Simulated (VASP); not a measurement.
Wanted: the native input for a VASP 6.6.1 run.

```yaml
Task: electric field gradients
Functional: PBE
Potentials_or_basis: VASP PAW PBE potentials, release 64 (Mg, Se)
Cutoff: 520 eV
k_mesh: 8 × 8 × 8
Occupations: fermi-dirac, width 0.02 eV
Spin: no spin polarisation
Dipole_correction: no
Further_INCAR_settings: ALGO = Normal; EDIFF = 1e-08; NBANDS = 11
```

The structure of MgSe lies in POSCAR:

```
MgSe
1.0
    0.0000000000      2.6886644034      2.6886644034
    2.6886644034      0.0000000000      2.6886644034
    2.6886644034      2.6886644034      0.0000000000
Mg Se
1 1
Direct
    0.0000000000      0.0000000000      0.0000000000
    0.5000000000      0.5000000000      0.5000000000
```

This cell differs from its parent crystal: volume scaled by 0.96.

One way to write it, as run:

INCAR

```
SYSTEM = MgSe
PREC     = Accurate       ! precision mode
ENCUT    = 520            ! plane-wave cutoff, eV
EDIFF    = 1E-8           ! SCF threshold, eV
ISMEAR   = -1             ! smearing method
SIGMA    = 0.02           ! smearing width, eV
LREAL    = .False.        ! projectors in reciprocal space
LASPH    = .True.         ! aspherical terms in the spheres
NELM     = 120            ! most SCF steps
ALGO     = Normal         ! electronic algorithm
ISIF     = 2              ! what is computed and relaxed
LWAVE    = .False.        ! write WAVECAR
LCHARG   = .False.        ! write CHGCAR
GGA      = PE             ! functional
LEFG     = .True.       
NBANDS   = 11             ! bands
GGA_COMPAT= .False.
```

KPOINTS

```
Automatic mesh
0
Gamma
  8 8 8
  0 0 0
```

Potentials or basis: VASP PAW PBE potentials, release 64 (Mg, Se).

Launch:

```bash
$ cat potpaw_PBE.64/Mg/POTCAR potpaw_PBE.64/Se/POTCAR > POTCAR
$ mpirun -np 1 vasp_std > vasp.out
```

Results of the run:

* Pressure: 5.0 GPa
* Band gap on the k mesh: 1.87 eV, indirect (least direct gap 2.88 eV)

Caveat: without QUAD_EFG the Cq values of the log hold for a quadrupole moment of 1 mb, not for the nuclei.

It took 19 s on 1 thread of AMD EPYC 7R43 64-Core Processor (Zen 3), with other jobs on the host, peak memory 0.12 GiB.
